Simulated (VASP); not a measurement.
Set up this calculation in VASP 6.6.1, as the native input.

| Quantity | Value |
| --- | --- |
| Task | single point |
| Functional | PBE |
| Potentials or basis | VASP PAW PBE potentials, release 64 (Cd, Te) |
| Cutoff | 520 eV |
| k mesh | 10 × 10 × 10 |
| Occupations | gaussian, width 0.02 eV |
| Spin | no spin polarisation |
| Dipole correction | no |
| Further INCAR settings | ALGO = Normal; EDIFF = 1e-06; NBANDS = 16 |

The structure of CdTe lies in POSCAR:

```
CdTe
1.0
    0.0000000000      3.3414480476      3.3414480476
    3.3414480476      0.0000000000      3.3414480476
    3.3414480476      3.3414480476      0.0000000000
Cd Te
1 1
Direct
    0.0000000000      0.0000000000      0.0000000000
    0.2500000000      0.2500000000      0.2500000000
```

This cell differs from its parent crystal: volume scaled by 1.03.

One way to write it, as run:

INCAR

```
PREC = Accurate ; ENCUT = 520
EDIFF = 1E-6 ; ISMEAR = 0
SIGMA = 0.02 ; LREAL = False
LASPH = True ; NELM = 60
ALGO = Normal ; ISIF = 2
LWAVE = False ; LCHARG = False
GGA = PE ; NBANDS = 16
```

KPOINTS

```
Automatic mesh
0
Gamma
  10 10 10
```

Potentials or basis: VASP PAW PBE potentials, release 64 (Cd, Te).

The run is started by

```bash
$ cat potpaw_PBE.64/Cd/POTCAR potpaw_PBE.64/Te/POTCAR > POTCAR
$ mpirun -np 1 vasp_std > vasp.out
```

It gave:

```json
{"Pressure": "-0.9 GPa", "Band gap on the k mesh": "0.50 eV, direct"}
```

Caveat: spin-orbit coupling is left out, which moves the levels of the heavy elements.

It took 44 s on 1 thread of AMD EPYC 7R13 Processor (Zen 3), on a shared host, peak memory 0.2 GiB.
